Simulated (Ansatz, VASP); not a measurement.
**Two plane-wave programs on La2MgSe4**

Contents of INCAR:

```
SYSTEM = La2MgSe4
ALGO = Normal
EDIFF = 1E-8
ENCUT = 520
GGA = PE
ISIF = 2
ISMEAR = -1
LASPH = .True.
LCHARG = .False.
LEFG = .True.
LREAL = .False.
LWAVE = .False.
NBANDS = 61
NELM = 80
PREC = Accurate
SIGMA = 0.02
```

KPOINTS

```
k-points
0
Gamma
  5 5 5
  0 0 0
```

File POSCAR:

```
La2MgSe4
1.0
   -4.4125310000      4.4125310000      4.6844170000
    4.4125310000     -4.4125310000      4.6844170000
    4.4125310000      4.4125310000     -4.6844170000
La Mg Se
4 2 8
Direct
    0.8750000000      0.7576750000      0.3826750000
    0.5076750000      0.1250000000      0.8826750000
    0.3750000000      0.4923250000      0.6173250000
    0.2423250000      0.6250000000      0.1173250000
    0.0000000000      0.0000000000      0.0000000000
    0.7500000000      0.2500000000      0.5000000000
    0.5063350000      0.3753250000      0.2676760000
    0.7613410000      0.4936650000      0.8689900000
    0.1076490000      0.2386590000      0.7323240000
    0.6246750000      0.8923510000      0.1310100000
    0.2436650000      0.0113410000      0.3689900000
    0.9886590000      0.3576490000      0.2323240000
    0.6423510000      0.8746750000      0.6310100000
    0.1253250000      0.7563350000      0.7676760000
```

Input for Ansatz:

```yaml
crystal:
  lattice:
    - [-4.412531, 4.412531, 4.684417]
    - [4.412531, -4.412531, 4.684417]
    - [4.412531, 4.412531, -4.684417]
  atoms:
    - { symbol: La, position: [0.875, 0.757675, 0.382675] }
    - { symbol: La, position: [0.507675, 0.125, 0.882675] }
    - { symbol: La, position: [0.375, 0.492325, 0.617325] }
    - { symbol: La, position: [0.242325, 0.625, 0.117325] }
    - { symbol: Mg, position: [0.0, 0.0, 0.0] }
    - { symbol: Mg, position: [0.75, 0.25, 0.5] }
    - { symbol: Se, position: [0.506335, 0.375325, 0.267676] }
    - { symbol: Se, position: [0.761341, 0.493665, 0.86899] }
    - { symbol: Se, position: [0.107649, 0.238659, 0.732324] }
    - { symbol: Se, position: [0.624675, 0.892351, 0.13101] }
    - { symbol: Se, position: [0.243665, 0.011341, 0.36899] }
    - { symbol: Se, position: [0.988659, 0.357649, 0.232324] }
    - { symbol: Se, position: [0.642351, 0.874675, 0.63101] }
    - { symbol: Se, position: [0.125325, 0.756335, 0.767676] }
kpoints:
  mp_grid: { grid: [5, 5, 5] }
scf:
  occupations: { method: fermi_dirac, width: 0.02 }
hamiltonian:
  xc: pbe
  pseudopotentials: { kind: paw }
output:
  forces: true
  stress: true
  populations: true
  efg:
    quadrupole_moments_barn: { La: 0.206, Mg: 0.1994 }
    contact_densities: true
```

Alike in both runs: task electric field gradients; functional PBE; k mesh 5 × 5 × 5; occupations fermi-dirac, width 0.02 eV; no spin polarisation.

|  | VASP | Ansatz |
| --- | --- | --- |
| version | VASP 6.6.1 | Ansatz 0.2.0 |
| potentials or method | VASP PAW PBE potentials, release 64 (La, Mg, Se) | plane-wave PAW, scalar-relativistic |
| plane-wave cutoff (eV) | 520 | 420 |
| valence electrons in the cell | 96 | 192 |

```tsv
	VASP	Ansatz	Ansatz less VASP
gap on the k mesh at the Fermi level (eV)	1.70	1.70	+0.004
pressure (GPa)	-0.1	0.0	+0.06
traceless stress, the component that is largest in VASP (GPa)	-0.10	-0.11	-0.010
rms of the force components (eV/Å)	0.015	0.015	+0.0002
size of Vzz on the site where it differs most (V/Å²)	16.7	19.2	+2.48
```

Atom by atom the forces differ by 0.002 eV/Å (rms over components). VASP's potentials hold 96 valence electrons a cell and Ansatz's 192, so a difference there can come from the potentials and not from the codes.

Spin-orbit coupling is off throughout.
